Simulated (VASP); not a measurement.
Here is a VASP 6.6.1 calculation.

INCAR

```
PREC = Accurate
ENCUT = 500
EDIFF = 1E-6
ISMEAR = 0
SIGMA = 0.15
LREAL = False
LASPH = True
NELM = 120
ALGO = Normal
ISIF = 2
LWAVE = False
LCHARG = False
GGA = PS
NBANDS = 44
GGA_COMPAT = False
```

KPOINTS

```
regular mesh
0
Gamma
  12 12 4
```

POSCAR

```
TiAl3
1.0
    0.0000000000     -3.9483448101      0.0000000000
    0.0000000000      0.0000000000     -3.9483448101
   12.3450344303      0.0000000000      0.0000000000
Ti Al
3 9
Direct
    0.0000000000      1.0000000000      0.2398584797
    0.0000000000      1.0000000000      0.5596911081
    0.0000000000      1.0000000000      0.8795237366
    0.5000000000      0.0000000000      0.0799421655
    0.5000000000      0.0000000000      0.3997747939
    0.5000000000      0.0000000000      0.7196074224
    0.0000000000      0.5000000000      0.0799421655
    0.0000000000      0.5000000000      0.3997747939
    0.0000000000      0.5000000000      0.7196074224
    0.5000000000      0.5000000000      0.8795237366
    0.5000000000      0.5000000000      0.2398584797
    0.5000000000      0.5000000000      0.5596911081
```

Potentials or basis: VASP PAW PBE potentials, release 64 (Ti_sv, Al).

Run with:

```bash
$ cat potpaw_PBE.64/Ti_sv/POTCAR potpaw_PBE.64/Al/POTCAR > POTCAR
$ mpirun -np 1 vasp_std > vasp.out
```

Task: Predict the band gap on the k mesh.

Result: Zero (an odd number of electrons rules out a gap without spin polarisation).

Task: Predict the pressure.

Result: -2.6 GPa.

Forces in eV/Å, atoms in the order of the input:
```
Ti   0.231  0.000  0.000
Ti   0.008  0.000  0.000
Ti   0.797  0.000  0.000
Al  -1.023  0.000  0.000
Al  -0.017  0.000  0.000
Al   0.144  0.000  0.000
Al  -1.023  0.000  0.000
Al  -0.017  0.000  0.000
Al   0.144  0.000  0.000
Al   0.965  0.000  0.000
Al  -0.207  0.000  0.000
Al   0.000  0.000  0.000
```

Caveat: the PAW data sets were made with another functional, which shifts forces and pressure a little.
